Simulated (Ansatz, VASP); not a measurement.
# Ca: VASP beside Ansatz

Contents of INCAR:

```
SYSTEM = Ca
  PREC = Accurate
  ENCUT = 520
  EDIFF = 1E-6
  ISMEAR = -1
  SIGMA = 0.1
  LREAL = .False.
  LASPH = .True.
  NELM = 60
  ALGO = Normal
  ISIF = 2
  LWAVE = .False.
  LCHARG = .False.
  GGA = PE
  NBANDS = 11
```

The input KPOINTS:

```
Automatic mesh
0
Gamma
  16 16 16
  0 0 0
```

File POSCAR:

```
Ca
1.0
    0.0000000000      2.7253704349      2.7253704349
    2.7253704349      0.0000000000      2.7253704349
    2.7253704349      2.7253704349      0.0000000000
Ca
1
Direct
    0.0000000000      0.0000000000      0.0000000000
```

Input for Ansatz:

```yaml
crystal:
  lattice:
    - [0.0, 2.7253704349, 2.7253704349]
    - [2.7253704349, 0.0, 2.7253704349]
    - [2.7253704349, 2.7253704349, 0.0]
  atoms:
    - { symbol: Ca, position: [0.0, 0.0, 0.0] }
hamiltonian:
  xc: pbe
  pseudopotentials:
    kind: paw
    azcp:
      Ca: "pseudopotentials/Ca.paw.azcp"
basis:
  ecutwfc: 420
  fft_grid_basis: typed
kpoints:
  mp_grid: { grid: [16, 16, 16], shift: [0, 0, 0] }
magnetization:
  spin_polarized: false
scf:
  occupations: { method: fermi_dirac, width: 0.1 }
output:
  stress: true
```

Alike in both runs: task single point; functional PBE; k mesh 16 × 16 × 16; occupations fermi-dirac, width 0.1 eV; no spin polarisation.

|  | VASP | Ansatz |
| --- | --- | --- |
| version | VASP 6.6.1 | Ansatz 0.2.0 |
| potentials or method | VASP PAW PBE potentials, release 64 (Ca_sv), cutoff 520 eV | plane waves (420 eV) with PAW, scalar-relativistic |
| valence electrons in the cell | 10 | 10 |

|  | VASP | Ansatz | Ansatz less VASP |
| --- | --- | --- | --- |
| pressure (GPa) | 0.8 | 0.8 | 0.00 |
